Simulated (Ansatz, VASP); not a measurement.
**One calculation of NaCl, two programs**

```xyz
2
Lattice="0.0000 2.8317 2.8317 2.8317 0.0000 2.8317 2.8317 2.8317 0.0000" Properties=species:S:1:pos:R:3 pbc="T T T"
Na    0.0000    0.0000    0.0000
Cl    3.0174    2.6461    2.8317
```

Change from the starting cell: all Cl atoms moved +0.263 Å, as atom 2 along Cartesian [1 -1 0].

Alike in both runs: task single point; functional PBE; k mesh 8 × 8 × 8; occupations gaussian, width 0.05 eV; no spin polarisation.

```csv
,VASP,Ansatz
version,VASP 6.6.1,Ansatz 0.2.0
potentials or method,"VASP PAW PBE potentials, release 64 (Na_pv, Cl), cutoff 520 eV","scalar-relativistic, plane waves, PAW"
valence electrons in the cell,14,16
```

Ansatz gave:

- gap on the k mesh at the Fermi level (eV): 5.07
- least direct gap on the mesh (eV): 5.07
- pressure (GPa): 1.1
- traceless stress, the component that is largest in VASP (GPa): -0.87
- rms of the force components (eV/Å): 0.209

Problem. What did VASP give for the same quantities?

Solution. gap on the k mesh at the Fermi level (eV): 5.07; least direct gap on the mesh (eV): 5.07; pressure (GPa): 1.1; traceless stress, the component that is largest in VASP (GPa): -0.88; rms of the force components (eV/Å): 0.211.

Atom by atom the forces differ by 0.002 eV/Å (rms over components). The functional is the same, so the differences come from potentials, cutoffs and numerics. VASP's potentials hold 14 valence electrons a cell and Ansatz's 16, so a difference there can come from the potentials and not from the codes.
